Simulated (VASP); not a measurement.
# Ni (Fm-3m) in VASP: further runs

Ni is run at these levels: PBE; tasks: single point.

All numbers are computed with VASP 6.6.1; they aren't measurements. Logs are shortened: lines on timing, memory, paths and dates and some standing lists are left out, and cuts for length are marked.

## (1) The cell of the first run

The structure is cubic, space group Fm-3m (No. 225). Conventional cell: a = 3.529 Å, b = 3.529 Å, c = 3.529 Å, α = 90.00°, β = 90.00°, γ = 90.00°. Within 3.3 Å of Ni (site symmetry m-3m) lie 12 Ni at 2.50 Å.

## (2) Single point, PBE

INCAR reads:

```
SYSTEM = Ni
ALGO = Normal
EDIFF = 1E-6
ENCUT = 600
GGA = PE
GGA_COMPAT = .FALSE.
ISIF = 2
ISMEAR = -1
LASPH = .TRUE.
LCHARG = .TRUE.
LELF = .TRUE.
LREAL = .FALSE.
LVHAR = .TRUE.
LWAVE = .FALSE.
NBANDS = 11
NELM = 120
PREC = Accurate
SIGMA = 0.05
```

KPOINTS reads:

```
k-points
0
G
  12 12 12
  0 0 0
```

POSCAR reads:

```
Ni
1.0
    0.0000000000      1.7645800000      1.7645800000
    1.7645800000      0.0000000000      1.7645800000
    1.7645800000      1.7645800000      0.0000000000
Ni
1
Direct
    0.0000000000      0.0000000000      0.0000000000
```

Potentials or basis: VASP PAW PBE potentials, release 64 (Ni).

The run is started by

```console
> cat potpaw_PBE.64/Ni/POTCAR > POTCAR
> mpirun -np 1 vasp_std > vasp.out
```

OUTCAR:

```text
SYSTEM = Ni
   EDIFF = 1E-6
   ENCUT = 600
   GGA = PE
   ISIF = 2
   ISMEAR = -1
   LASPH = .TRUE.
   LREAL = .FALSE.
   NELM = 120
   PREC = Accurate

 ion  position               nearest neighbor table
   1  0.000  0.000  0.000-

  LATTYP: Found a face centered cubic cell.
 ALAT       =     3.5291600000

  Lattice vectors:

 A1 = (   0.0000000000,   1.7645800000,   1.7645800000)
 A2 = (   1.7645800000,   0.0000000000,   1.7645800000)
 A3 = (   1.7645800000,   1.7645800000,   0.0000000000)

Analysis of symmetry for initial positions (statically):
=====================================================================
 Subroutine PRICEL returns:
 Original cell was already a primitive cell.

 Routine SETGRP: Setting up the symmetry group for a
 face centered cubic supercell.

 Subroutine GETGRP returns: Found 48 space group operations
 (whereof 48 operations were pure point group operations)
 out of a pool of 48 trial point group operations.

The static configuration has the point symmetry O_h .

Analysis of symmetry for dynamics (positions and initial velocities):
=====================================================================
 Subroutine PRICEL returns:
 Original cell was already a primitive cell.

 Routine SETGRP: Setting up the symmetry group for a
 face centered cubic supercell.

 Subroutine GETGRP returns: Found 48 space group operations
 (whereof 48 operations were pure point group operations)
 out of a pool of 48 trial point group operations.

The dynamic configuration has the point symmetry O_h .

 Subroutine INISYM returns: Found 48 space group operations
 (whereof 48 operations are pure point group operations),
 and found     1 'primitive' translations

----------------------------------------------------------------------------------------

                                     Primitive cell

  volume of cell :      10.9889

  direct lattice vectors                    reciprocal lattice vectors
     0.000000000  1.764580000  1.764580000    -0.283353546  0.283353546  0.283353546
     1.764580000  0.000000000  1.764580000     0.283353546 -0.283353546  0.283353546
     1.764580000  1.764580000  0.000000000     0.283353546  0.283353546 -0.283353546

  length of vectors
     2.495492968  2.495492968  2.495492968     0.490782738  0.490782738  0.490782738

  position of ions in fractional coordinates (direct lattice)
     0.000000000  0.000000000  0.000000000

  ion indices of the primitive-cell ions
   primitive index   ion index
[... 73 lines left out ...]
   EDIFF  = 0.1E-05   stopping-criterion for ELM
   LREAL  =      F    real-space projection
   EDIFFG = 0.1E-04   stopping-criterion for IOM
   NSW    =      0    number of steps for IOM
   IBRION =     -1    ionic relax: 0-MD 1-quasi-New 2-CG
   NFREE  =      0    steps in history (QN), initial steepest desc. (CG)
   ISIF   =      2    stress and relaxation
   ISYM   =      2    0-nonsym 1-usesym 2-fastsym
   POTIM  = 0.5000    time-step for ionic-motion
   TEBEG  =    0.0;   TEEND  =   0.0 temperature during run
   PSTRESS=    0.0 pullay stress
   NELECT =      10.0000    total number of electrons
   NUPDOWN=      -1.0000    fix difference up-down
   EMIN   =  10.00;   EMAX   =-10.00  energy-range for DOS
   EFERMI =   0.00;   METHOD = LEGACY
   ISMEAR =    -1;   SIGMA  =   0.05  broadening in eV -4-tet -1-fermi 0-gaus
   EFERMI_NEDOS =   21; number of points for ismear=-14 and -15
   IALGO  =     38    algorithm
   IMIX   =      4    mixing-type and parameters
     AMIX     =   0.40;   BMIX     =  1.00
     AMIX_MAG =   1.60;   BMIX_MAG =  1.00
  volume/ion in A,a.u.               =      10.99        74.16
  Fermi-wavevector in a.u.,A,eV,Ry     =   1.586439  2.997936 34.243005  2.516790
  Thomas-Fermi vector in A             =   2.685750
   LORBIT       =      0    0 simple, 1 ext, 2 COOP (PROOUT), +10 PAW based schemes
   GGA     = PE    functional components
   LHFCALC =     F    Hartree Fock is set to
   AEXX    =    0.0000 exact exchange contribution
   IVDW    =     0    specifies the selected vdW correction
   LEPSILON=     F    determine dielectric tensor
   LRPA    =     F    only Hartree local field effects (RPA)
 non-spin polarized calculation
  energy-cutoff  :      600.00
  volume of cell :       10.99
 maximum number of plane-waves:       380
   NGX =  9   NGY =  9   NGZ =  9

 number of electron      10.0000010 magnetization

 Free energy of the ion-electron system (eV)
  ---------------------------------------------------
  ext. energy  EPLUGINS =         0.00000000
  ---------------------------------------------------
  free energy    TOTEN  =        -5.43153618 eV

  energy without entropy =       -5.40364092  energy(sigma->0) =       -5.41758855

 E-fermi :   9.0388     XC(G=0): -13.1949

 val. band max:        9.0361290549   @ k =   0.5000   0.0833   0.0000
 cond. band min:       9.0547495319   @ k =   0.5000   0.1667   0.0000
 fundamental gap:      0.0186204770
 Fermi energy:         9.0388035854

 k-point     1 :       0.0000    0.0000    0.0000
  band No.  band energies     occupation
      1       0.2768      2.00000
      2       7.2235      2.00000
      3       7.2235      2.00000
      4       7.2235      2.00000
      5       8.3040      2.00000
      6       8.3040      2.00000
      7      32.7911      0.00000
      8      36.6488      0.00000
      9      36.6488      0.00000
     10      36.6488      0.00000
     11      39.6181      0.00000
[... 309 lines left out ...]
 k-point    24 :      -0.4167    0.1667    0.0000
  band No.  band energies     occupation
      1       5.2496      2.00000
      2       6.7102      2.00000
      3       7.3167      2.00000
      4       7.5478      2.00000
      5       8.8997      1.88345
      6      11.5607      0.00000
      7      15.5054      0.00000
      8      25.9072      0.00000
      9      30.6445      0.00000
     10      31.8371      0.00000
     11      40.9646      0.00000

 [... further k-points ...]
[... 5 lines left out ...]
  --------------------------------------------------------------------------------------
  -------------------------------------------------------------------------------------
  Total       -0.2072958     -0.2072958     -0.2072958      0.0000000      0.0000000      0.0000000
  in kB      -30.2236604    -30.2236604    -30.2236604      0.0000000      0.0000000      0.0000000
  external PRESSURE =     -30.2236604 kB  Pullay stress =       0.0000000 kB

 VOLUME and BASIS-vectors are now :
 -----------------------------------------------------------------------------
  energy-cutoff  :      600.00
  volume of cell :       10.99
      direct lattice vectors                 reciprocal lattice vectors
     0.000000000  1.764580000  1.764580000    -0.283353546  0.283353546  0.283353546
     1.764580000  0.000000000  1.764580000     0.283353546 -0.283353546  0.283353546
     1.764580000  1.764580000  0.000000000     0.283353546  0.283353546 -0.283353546

 POSITION                                       TOTAL-FORCE (eV/Angst)
 -----------------------------------------------------------------------------------
      0.00000      0.00000      0.00000         0.000000      0.000000     -0.000000
 -----------------------------------------------------------------------------------
    total drift:                                0.000000      0.000000      0.000000

  FREE ENERGIE OF THE ION-ELECTRON SYSTEM (eV)
  ---------------------------------------------------
  free  energy   TOTEN  =        -5.4315361806 eV

  energy  without entropy=       -5.4036409238  energy(sigma->0) =       -5.41758855
```

OSZICAR:

```text
N       E                     dE             d eps       ncg     rms          rms(c)
DAV:   1     0.315717116194E+02    0.31572E+02   -0.53592E+03  1632   0.138E+03
DAV:   2    -0.534091870302E+01   -0.36913E+02   -0.34927E+02  1650   0.185E+02
DAV:   3    -0.646107686851E+01   -0.11202E+01   -0.11116E+01  1816   0.358E+01
DAV:   4    -0.647210636339E+01   -0.11029E-01   -0.11027E-01  1747   0.321E+00
DAV:   5    -0.647237427946E+01   -0.26792E-03   -0.26791E-03  1830   0.470E-01    0.960E+00
DAV:   6    -0.579944856069E+01    0.67293E+00   -0.15675E+01  1899   0.551E+01    0.593E+00
DAV:   7    -0.544906961856E+01    0.35038E+00   -0.28289E+00  1875   0.218E+01    0.163E+00
DAV:   8    -0.543344735719E+01    0.15622E-01   -0.21179E-02  2197   0.141E+00    0.479E-01
DAV:   9    -0.543152376793E+01    0.19236E-02   -0.30305E-03  2356   0.412E-01    0.832E-02
DAV:  10    -0.543153820552E+01   -0.14438E-04   -0.22623E-05  1695   0.635E-02    0.329E-02
DAV:  11    -0.543153613520E+01    0.20703E-05   -0.26042E-07  1266   0.614E-03    0.266E-03
DAV:  12    -0.543153618060E+01   -0.45402E-07   -0.49220E-08   891   0.200E-03
   1 F= -.54315362E+01 E0= -.54175886E+01  d E =-.278953E-01
```

stdout:

```text
POSCAR found type information on POSCAR Ni
 POSCAR found :  1 types and       1 ions
 scaLAPACK will be used
 LDA part: xc-table for (Slater+PW92), standard interpolation
 POSCAR, INCAR and KPOINTS ok, starting setup
 FFT: planning ... GRIDC
 FFT: planning ... GRID_SOFT
 FFT: planning ... GRID
 WAVECAR not read
 entering main loop
```

Wall time 8.4 s (1 thread of Intel Xeon Platinum 8559C (Emerald Rapids), shared host); peak memory 0.12 GiB.

Results:

- Free energy: -5.4315 eV
- Pressure: -3.0 GPa
- Band gap on the k mesh: zero (band 5 reaches 9.21 eV, above the bottom of band 6 at 8.26 eV)

Levels at points of the mesh, in eV from the Fermi level:
| k point | band 3 | band 4 | band 5 | band 6 | band 7 | band 8 |
| --- | --- | --- | --- | --- | --- | --- |
| (0.00, 0.00, 0.00) | -1.82 | -1.82 | -0.73 | -0.73 | 23.75 | 27.61 |
| (0.50, 0.00, 0.00) | -1.86 | -0.11 | -0.01 | -0.01 | 6.01 | 22.25 |
| (0.50, 0.50, 0.00) | -0.02 | 0.17 | 0.17 | 2.62 | 9.46 | 14.93 |

Caveat: the run has no spin polarisation, though such a crystal can be magnetic. Spin polarisation is off, so any magnetic state and its effect on volume and gap are missing.

## (3) Single point, PBE

INCAR reads:

```
  PREC = Accurate
  ENCUT = 600
  EDIFF = 1E-6
  ISMEAR = -1
  SIGMA = 0.05
  LREAL = F
  LASPH = T
  NELM = 120
  ALGO = Normal
  ISIF = 2
  LWAVE = F
  LCHARG = F
  GGA = PE
  NBANDS = 11
  GGA_COMPAT = F
```

KPOINTS reads:

```
Automatic mesh
0
Gamma
  12 12 12
```

POSCAR is that of step 2.

Potentials or basis: VASP PAW PBE potentials, release 64 (Ni).

The run is started by

```console
> cat potpaw_PBE.64/Ni/POTCAR > POTCAR
> mpirun -np 1 vasp_std > vasp.out
```

OUTCAR:

```text
PREC = Accurate
   ENCUT = 600
   EDIFF = 1E-6
   ISMEAR = -1
   LREAL = F
   LASPH = T
   NELM = 120
   ISIF = 2
   GGA = PE

 ion  position               nearest neighbor table
   1  0.000  0.000  0.000-

  LATTYP: Found a face centered cubic cell.
 ALAT       =     3.5291600000

  Lattice vectors:

 A1 = (   0.0000000000,   1.7645800000,   1.7645800000)
 A2 = (   1.7645800000,   0.0000000000,   1.7645800000)
 A3 = (   1.7645800000,   1.7645800000,   0.0000000000)

Analysis of symmetry for initial positions (statically):
=====================================================================
 Subroutine PRICEL returns:
 Original cell was already a primitive cell.

 Routine SETGRP: Setting up the symmetry group for a
 face centered cubic supercell.

 Subroutine GETGRP returns: Found 48 space group operations
 (whereof 48 operations were pure point group operations)
 out of a pool of 48 trial point group operations.

The static configuration has the point symmetry O_h .

Analysis of symmetry for dynamics (positions and initial velocities):
[... 158 lines left out ...]
 val. band max:        9.0361290549   @ k =   0.5000   0.0833   0.0000
 cond. band min:       9.0547495319   @ k =   0.5000   0.1667   0.0000
 fundamental gap:      0.0186204770
 Fermi energy:         9.0388035854

 k-point     1 :       0.0000    0.0000    0.0000
  band No.  band energies     occupation
      1       0.2768      2.00000
      2       7.2235      2.00000
      3       7.2235      2.00000
      4       7.2235      2.00000
      5       8.3040      2.00000
      6       8.3040      2.00000
      7      32.7911      0.00000
      8      36.6488      0.00000
      9      36.6488      0.00000
     10      36.6488      0.00000
     11      39.6181      0.00000
[... 309 lines left out ...]
 k-point    24 :      -0.4167    0.1667    0.0000
  band No.  band energies     occupation
      1       5.2496      2.00000
      2       6.7102      2.00000
      3       7.3167      2.00000
      4       7.5478      2.00000
      5       8.8997      1.88345
      6      11.5607      0.00000
      7      15.5054      0.00000
      8      25.9072      0.00000
      9      30.6445      0.00000
     10      31.8371      0.00000
     11      40.9646      0.00000

 [... further k-points ...]
[... 5 lines left out ...]
  --------------------------------------------------------------------------------------
  -------------------------------------------------------------------------------------
  Total       -0.2072958     -0.2072958     -0.2072958      0.0000000      0.0000000      0.0000000
  in kB      -30.2236604    -30.2236604    -30.2236604      0.0000000      0.0000000      0.0000000
  external PRESSURE =     -30.2236604 kB  Pullay stress =       0.0000000 kB

 VOLUME and BASIS-vectors are now :
 -----------------------------------------------------------------------------
  energy-cutoff  :      600.00
  volume of cell :       10.99
      direct lattice vectors                 reciprocal lattice vectors
     0.000000000  1.764580000  1.764580000    -0.283353546  0.283353546  0.283353546
     1.764580000  0.000000000  1.764580000     0.283353546 -0.283353546  0.283353546
     1.764580000  1.764580000  0.000000000     0.283353546  0.283353546 -0.283353546

 POSITION                                       TOTAL-FORCE (eV/Angst)
 -----------------------------------------------------------------------------------
      0.00000      0.00000      0.00000         0.000000      0.000000     -0.000000
 -----------------------------------------------------------------------------------
    total drift:                                0.000000      0.000000      0.000000

  FREE ENERGIE OF THE ION-ELECTRON SYSTEM (eV)
  ---------------------------------------------------
  free  energy   TOTEN  =        -5.4315361806 eV

  energy  without entropy=       -5.4036409238  energy(sigma->0) =       -5.41758855
```

OSZICAR:

```text
N       E                     dE             d eps       ncg     rms          rms(c)
DAV:   1     0.315717116194E+02    0.31572E+02   -0.53592E+03  1632   0.138E+03
DAV:   2    -0.534091870302E+01   -0.36913E+02   -0.34927E+02  1650   0.185E+02
DAV:   3    -0.646107686851E+01   -0.11202E+01   -0.11116E+01  1816   0.358E+01
DAV:   4    -0.647210636339E+01   -0.11029E-01   -0.11027E-01  1747   0.321E+00
DAV:   5    -0.647237427946E+01   -0.26792E-03   -0.26791E-03  1830   0.470E-01    0.960E+00
DAV:   6    -0.579944856069E+01    0.67293E+00   -0.15675E+01  1899   0.551E+01    0.593E+00
DAV:   7    -0.544906961856E+01    0.35038E+00   -0.28289E+00  1875   0.218E+01    0.163E+00
DAV:   8    -0.543344735719E+01    0.15622E-01   -0.21179E-02  2197   0.141E+00    0.479E-01
DAV:   9    -0.543152376793E+01    0.19236E-02   -0.30305E-03  2356   0.412E-01    0.832E-02
DAV:  10    -0.543153820552E+01   -0.14438E-04   -0.22623E-05  1695   0.635E-02    0.329E-02
DAV:  11    -0.543153613520E+01    0.20703E-05   -0.26042E-07  1266   0.614E-03    0.266E-03
DAV:  12    -0.543153618060E+01   -0.45402E-07   -0.49220E-08   891   0.200E-03
   1 F= -.54315362E+01 E0= -.54175886E+01  d E =-.278953E-01
```

It took 6.7 s on 1 thread of Intel Xeon Platinum 8559C (Emerald Rapids), shared host; peak memory 0.13 GiB.

Results:

- Free energy: -5.4315 eV
- Pressure: -3.0 GPa
- Band gap on the k mesh: zero (band 5 reaches 9.21 eV, above the bottom of band 6 at 8.26 eV)

Caveat: the run has no spin polarisation, though such a crystal can be magnetic.
